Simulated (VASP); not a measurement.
Wanted: the native input for a VASP 6.6.1 run.

| Property | Result |
| --- | --- |
| Task | electric field gradients |
| Functional | PBEsol |
| Potentials or basis | VASP PAW PBE potentials, release 64 (Bi_d) |
| Cutoff | 520 eV |
| k mesh | 9 × 9 × 3 |
| Occupations | fermi-dirac, width 0.03 eV |
| Spin | no spin polarisation |
| Dipole correction | no |
| Further INCAR settings | ALGO = Normal; EDIFF = 1e-08; NBANDS = 22 |

The structure of Bi lies in POSCAR:

```
Bi
1.0
    4.5765144001      0.0000000000      0.0000000000
   -2.2882572001      3.9633777313      0.0000000000
    0.0000000000      0.0000000000     11.9267647641
Bi
2
Direct
    0.3333333333      0.6666666667      0.2500000000
    0.6666666667      0.3333333333      0.7500000000
```

This isn't the form of Bi at room conditions, which is rhombohedral.

The input as run:

INCAR

```
SYSTEM = Bi
PREC = Accurate
ENCUT = 520
EDIFF = 1E-8
ISMEAR = -1
SIGMA = 0.03
LREAL = .False.
LASPH = .True.
NELM = 80
ALGO = Normal
ISIF = 2
LWAVE = .False.
LCHARG = .False.
GGA = PS
LEFG = .True.
NBANDS = 22
```

KPOINTS

```
Automatic mesh
0
Gamma
  9 9 3
  0 0 0
```

Potentials or basis: VASP PAW PBE potentials, release 64 (Bi_d).

The run is started by

```sh
$ cat potpaw_PBE.64/Bi_d/POTCAR > POTCAR
$ mpirun -np 1 vasp_std > vasp.out
```

It gave:

| Property | Result |
| --- | --- |
| Pressure | -3.4 GPa |
| Band gap on the k mesh | zero (bands 15 and 16 overlap by 2.05 eV) |
| Largest electric field gradient by atom | Bi -130.1 V/Å² |

Caveat: the cell stands under tension; without QUAD_EFG the Cq values of the log hold for a quadrupole moment of 1 mb, not for the nuclei; the PAW data sets were made with another functional, which shifts forces and pressure a little; spin-orbit coupling is left out, which moves the levels of the heavy elements.

Run time: 77 s on 1 thread of Intel(R) Xeon(R) 6975P-C (Granite Rapids), with other jobs on the host, peak memory 0.36 GiB.
